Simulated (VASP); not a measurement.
# LiCl (P3_221) in VASP: single point with PBE

Aim: the single point of LiCl with PBE.

Program: VASP 6.6.1. These are calculated values, not measurements. Logs are shortened: lines on timing, memory, paths and dates and some standing lists are left out, and cuts for length are marked.

**1. The cell of the first run**

The structure is trigonal, space group P3_221 (No. 154). Conventional cell: a = 6.192 Å, b = 6.192 Å, c = 3.701 Å, α = 90.00°, β = 90.00°, γ = 120.00°. Li (site symmetry 2) has 4 Cl at 2.40 to 2.42 Å within 3.2 Å. Within 3.2 Å of Cl (site symmetry 2) lie 4 Li at 2.40 to 2.42 Å.

**2. Single point, PBE**

The input, POSCAR:

```
LiCl
1.0
    6.1921743981      0.0000000000      0.0000000000
   -3.0960871991      5.3625803335      0.0000000000
    0.0000000000      0.0000000000      3.7013406027
Li Cl
3 3
Direct
    0.6121790617      0.0000000000      0.6666666667
    0.0000000000      0.6121790617      0.3333333333
    0.3878209383      0.3878209383      0.0000000000
    0.3602320749      0.0000000000      0.1666666667
    0.0000000000      0.3602320749      0.8333333333
    0.6397679251      0.6397679251      0.5000000000
```

The input, INCAR.step1:

```
  PREC = Accurate
  ENCUT = 520
  EDIFF = 1E-7
  ISMEAR = 0
  SIGMA = 0.02
  LREAL = False
  LASPH = True
  NELM = 60
  ALGO = Normal
  ISIF = 2
  LWAVE = False
  LCHARG = True
  GGA = PE
  NBANDS = 24
```

The input, KPOINTS.step1:

```
Automatic mesh
0
Gamma
  6 6 6
```

The input, INCAR.step2:

```
  PREC = Accurate
  ENCUT = 520
  EDIFF = 1E-7
  ISMEAR = -5
  SIGMA = 0.02
  LREAL = False
  LASPH = True
  NELM = 60
  ALGO = Normal
  ISIF = 2
  LWAVE = False
  LCHARG = False
  GGA = PE
  LORBIT = 11
  NEDOS = 2001
  ICHARG = 11
```

The input, KPOINTS.step2:

```
Automatic mesh
0
Gamma
  9 9 9
```

Potentials or basis: VASP PAW PBE potentials, release 64 (Li_sv, Cl).

Started as:

```
$ cat potpaw_PBE.64/Li_sv/POTCAR potpaw_PBE.64/Cl/POTCAR > POTCAR
$ cp INCAR.step1 INCAR
$ cp KPOINTS.step1 KPOINTS
$ mpirun -np 1 vasp_std > vasp.out
$ cp INCAR.step2 INCAR
$ cp KPOINTS.step2 KPOINTS
$ mpirun -np 1 vasp_std > vasp.out
```

OUTCAR:

```text
PREC = Accurate
   ENCUT = 520
   EDIFF = 1E-7
   ISMEAR = -5
   LREAL = False
   LASPH = True
   NELM = 60
   ISIF = 2
   GGA = PE
   LORBIT = 11
   ICHARG = 11

 ion  position               nearest neighbor table
   1  0.612  0.000  0.667-   5 2.40   6 2.40   4 2.42   4 2.42
   2  0.000  0.612  0.333-   4 2.40   6 2.40   5 2.42   5 2.42
   3  0.388  0.388  0.000-   5 2.40   4 2.40   6 2.42   6 2.42
   4  0.360  0.000  0.167-   2 2.40   3 2.40   1 2.42   1 2.42
   5  0.000  0.360  0.833-   1 2.40   3 2.40   2 2.42   2 2.42
   6  0.640  0.640  0.500-   2 2.40   1 2.40   3 2.42   3 2.42

  LATTYP: Found a hexagonal cell.
 ALAT       =     6.1921743981
 C/A-ratio  =     0.5977448897

  Lattice vectors:

 A1 = (   6.1921743981,   0.0000000000,   0.0000000000)
 A2 = (  -3.0960871991,   5.3625803335,   0.0000000000)
 A3 = (   0.0000000000,   0.0000000000,   3.7013406027)

Analysis of symmetry for initial positions (statically):
=====================================================================
 Subroutine PRICEL returns:
 Original cell was already a primitive cell.

 Routine SETGRP: Setting up the symmetry group for a
 hexagonal supercell.

 Subroutine GETGRP returns: Found  6 space group operations
 (whereof  2 operations were pure point group operations)
 out of a pool of 24 trial point group operations.

The static configuration has the point symmetry C_2 .
 The point group associated with its full space group is D_3 .

Analysis of symmetry for dynamics (positions and initial velocities):
=====================================================================
 Subroutine PRICEL returns:
 Original cell was already a primitive cell.

 Routine SETGRP: Setting up the symmetry group for a
 hexagonal supercell.

 Subroutine GETGRP returns: Found  6 space group operations
 (whereof  2 operations were pure point group operations)
 out of a pool of 24 trial point group operations.

The dynamic configuration has the point symmetry C_2 .
 The point group associated with its full space group is D_3 .

 Subroutine INISYM returns: Found  6 space group operations
 (whereof  2 operations are pure point group operations),
 and found     1 'primitive' translations

----------------------------------------------------------------------------------------

                                     Primitive cell

  volume of cell :     122.9068

  direct lattice vectors                    reciprocal lattice vectors
     6.192174398  0.000000000  0.000000000     0.161494160  0.093238696  0.000000000
    -3.096087199  5.362580334  0.000000000     0.000000000  0.186477393  0.000000000
     0.000000000  0.000000000  3.701340603     0.000000000  0.000000000  0.270172380

  length of vectors
     6.192174398  6.192174398  3.701340603     0.186477393  0.186477393  0.270172380

  position of ions in fractional coordinates (direct lattice)
     0.612179062  0.000000000  0.666666667
     0.000000000  0.612179062  0.333333333
     0.387820938  0.387820938  0.000000000
     0.360232075  0.000000000  0.166666667
     0.000000000  0.360232075  0.833333333
     0.639767925  0.639767925  0.500000000

  ion indices of the primitive-cell ions
   primitive index   ion index
                 1           1
                 2           2
                 3           3
                 4           4
                 5           5
                 6           6

----------------------------------------------------------------------------------------

 KPOINTS: Automatic mesh

Automatic generation of k-mesh.
 Grid dimensions read from file:
 generate k-points for:    9    9    9

 Generating k-lattice:

  Cartesian coordinates                     Fractional coordinates (reciprocal lattice)
     0.017943796  0.010359855  0.000000000     0.111111111  0.000000000  0.000000000
     0.000000000  0.020719710  0.000000000     0.000000000  0.111111111  0.000000000
     0.000000000  0.000000000  0.030019153     0.000000000  0.000000000  0.111111111

  Length of vectors
     0.020719710  0.020719710  0.030019153

  Shift w.r.t. Gamma in fractional coordinates (k-lattice)
     0.000000000  0.000000000  0.000000000

 TETIRR: Found   1023 inequivalent tetrahedra from     4374

 Subroutine IBZKPT returns following result:
 ===========================================

 Found     88 irreducible k-points:

 Following reciprocal coordinates:
            Coordinates               Weight
  0.000000  0.000000  0.000000      1.000000
  0.111111  0.000000  0.000000      6.000000
  0.222222 -0.000000  0.000000      6.000000
  0.333333  0.000000  0.000000      6.000000
  0.444444 -0.000000  0.000000      6.000000
  0.111111  0.111111  0.000000      6.000000
[... 16 lines left out ...]
  0.222222  0.111111  0.111111     12.000000
 -0.111111  0.333333  0.111111     12.000000
 [... further k-points ...]
   k-points           NKPTS =     88   k-points in BZ     NKDIM =     88   number of bands    NBANDS=     19
   number of dos      NEDOS =   2001   number of ions     NIONS =      6
   total plane-waves  NPLWV =  64512
   dimension x,y,z NGX =    48 NGY =   48 NGZ =   28
   dimension x,y,z NGXF=    96 NGYF=   96 NGZF=   56
   ions per type =               3   3
   NGX,Y,Z   is equivalent  to a cutoff of  12.89, 12.89, 12.58 a.u.
   NGXF,Y,Z  is equivalent  to a cutoff of  25.77, 25.77, 25.15 a.u.
 SYSTEM =  unknown system
   PREC   = accura    normal or accurate (medium, high low for compatibility)
   ISTART =      0    job   : 0-new  1-cont  2-samecut
   ICHARG =     11    charge: 1-file 2-atom 10-const
   ISPIN  =      1    spin polarized calculation?
   LNONCOLLINEAR =      F non collinear calculations
   LSORBIT =      F    spin-orbit coupling
   LASPH  =      T    aspherical Exc in radial PAW
   ENCUT  =  520.0 eV  38.22 Ry    6.18 a.u.  11.51 11.51  6.88*2*pi/ulx,y,z
   NELM   =     60;   NELMIN=  2; NELMDL=  0     # of ELM steps
   EDIFF  = 0.1E-06   stopping-criterion for ELM
   LREAL  =      F    real-space projection
   EDIFFG = 0.1E-05   stopping-criterion for IOM
   NSW    =      0    number of steps for IOM
   IBRION =     -1    ionic relax: 0-MD 1-quasi-New 2-CG
   NFREE  =      0    steps in history (QN), initial steepest desc. (CG)
   ISIF   =      2    stress and relaxation
   ISYM   =      2    0-nonsym 1-usesym 2-fastsym
   POTIM  = 0.5000    time-step for ionic-motion
   TEBEG  =    0.0;   TEEND  =   0.0 temperature during run
   PSTRESS=    0.0 pullay stress
   NELECT =      30.0000    total number of electrons
   NUPDOWN=      -1.0000    fix difference up-down
   EMIN   =  10.00;   EMAX   =-10.00  energy-range for DOS
   EFERMI =   0.00;   METHOD = LEGACY
   ISMEAR =    -5;   SIGMA  =   0.02  broadening in eV -4-tet -1-fermi 0-gaus
   EFERMI_NEDOS =   21; number of points for ismear=-14 and -15
   IALGO  =     38    algorithm
   IMIX   =      4    mixing-type and parameters
     AMIX     =   0.40;   BMIX     =  1.00
     AMIX_MAG =   1.60;   BMIX_MAG =  1.00
  volume/ion in A,a.u.               =      20.48       138.24
  Fermi-wavevector in a.u.,A,eV,Ry     =   1.023112  1.933402 14.242013  1.046758
  Thomas-Fermi vector in A             =   2.156828
   LORBIT       =     11    0 simple, 1 ext, 2 COOP (PROOUT), +10 PAW based schemes
   GGA     = PE    functional components
   LHFCALC =     F    Hartree Fock is set to
   AEXX    =    0.0000 exact exchange contribution
   IVDW    =     0    specifies the selected vdW correction
   LEPSILON=     F    determine dielectric tensor
   LRPA    =     F    only Hartree local field effects (RPA)
 non-spin polarized calculation
 Fermi weights with tetrahedron method with Bloechl corrections
  energy-cutoff  :      520.00
  volume of cell :      122.91
 maximum number of plane-waves:      3338
 NGX is ok and might be reduce to    48

 number of electron      29.9999991 magnetization

 Free energy of the ion-electron system (eV)
  ---------------------------------------------------
  ext. energy  EPLUGINS =         0.00000000
  ---------------------------------------------------
  free energy    TOTEN  =       -22.07433252 eV

  energy without entropy =      -22.07433252  energy(sigma->0) =      -22.07433252

 E-fermi :  -0.9565     XC(G=0):  -7.7401

 val. band max:       -0.9596209083   @ k =   0.0000   0.0000   0.0000
 cond. band min:       4.8583887048   @ k =   0.0000   0.0000   0.0000
 fundamental gap:      5.8180096132
 Fermi energy:        -0.9564831067

 k-point     1 :       0.0000    0.0000    0.0000
  band No.  band energies     occupation
      1     -44.1753      2.00000
      2     -44.1731      2.00000
      3     -44.1731      2.00000
      4     -13.8353      2.00000
      5     -13.4551      2.00000
      6     -13.4551      2.00000
[... 11 lines left out ...]
     18       7.4926      0.00000
     19       8.2937      0.00000

 k-point     2 :       0.1111    0.0000    0.0000
  band No.  band energies     occupation
      1     -44.1752      2.00000
      2     -44.1731      2.00000
      3     -44.1731      2.00000
      4     -13.8237      2.00000
      5     -13.4646      2.00000
      6     -13.4591      2.00000
[... 476 lines left out ...]
 k-point    24 :      -0.1111    0.3333    0.1111
  band No.  band energies     occupation
      1     -44.1748      2.00000
      2     -44.1734      2.00000
      3     -44.1730      2.00000
      4     -13.7365      2.00000
      5     -13.5036      2.00000
      6     -13.4603      2.00000
[... 11 lines left out ...]
     18       7.1009      0.00000
     19       7.9590      0.00000

 [... further k-points ...]

------------------------ aborting loop because EDIFF is reached ----------------------------------------

  FORCE on cell =-STRESS in cart. coord.  units (eV):
  Direction    XX          YY          ZZ          XY          YZ          ZX
  --------------------------------------------------------------------------------------
  -------------------------------------------------------------------------------------
  Total       -0.0768961     -0.0768961     -0.0862954      0.0000000     -0.0000000     -0.0000000
  in kB       -1.0023955     -1.0023955     -1.1249212      0.0000000     -0.0000000     -0.0000000
  external PRESSURE =      -1.0432374 kB  Pullay stress =       0.0000000 kB

 VOLUME and BASIS-vectors are now :
 -----------------------------------------------------------------------------
  energy-cutoff  :      520.00
  volume of cell :      122.91
      direct lattice vectors                 reciprocal lattice vectors
     6.192174398  0.000000000  0.000000000     0.161494160  0.093238696  0.000000000
    -3.096087199  5.362580334  0.000000000     0.000000000  0.186477393  0.000000000
     0.000000000  0.000000000  3.701340603     0.000000000  0.000000000  0.270172380

 POSITION                                       TOTAL-FORCE (eV/Angst)
 -----------------------------------------------------------------------------------
      3.79072      0.00000      2.46756        -0.000816      0.000000      0.000000
     -1.89536      3.28286      1.23378         0.000408     -0.000707     -0.000000
      1.20073      2.07972      0.00000         0.000408      0.000707      0.000000
      2.23062      0.00000      0.61689         0.002124      0.000000      0.000000
     -1.11531      1.93177      3.08445        -0.001062      0.001839      0.000000
      1.98078      3.43081      1.85067        -0.001062     -0.001839      0.000000
 -----------------------------------------------------------------------------------
    total drift:                                0.000010      0.000017      0.000001

  FREE ENERGIE OF THE ION-ELECTRON SYSTEM (eV)
  ---------------------------------------------------
  free  energy   TOTEN  =       -22.0743325249 eV

  energy  without entropy=      -22.0743325249  energy(sigma->0) =      -22.07433252

 total charge

# of ion       s       p       d       tot
------------------------------------------
    1        2.012   0.041   0.000   2.052
    2        2.012   0.041   0.000   2.052
    3        2.012   0.041   0.000   2.052
    4        1.587   3.595   0.000   5.182
    5        1.587   3.595   0.000   5.182
    6        1.587   3.595   0.000   5.182
--------------------------------------------------
tot         10.797  10.907   0.000  21.704
```

Run time: 6.9 min. Hardware: 1 thread of Oxide Virtual Turin-like, shared host; peak memory 0.27 GiB.

What came out:

```
Valence electrons inside the program's atomic spheres : Li 2.05; Cl 5.18
```

Caveat: the cutoff is under 1.25 times the usual one of these potentials, so pressure, stress and relaxed cells hold a basis-set (Pulay) error.
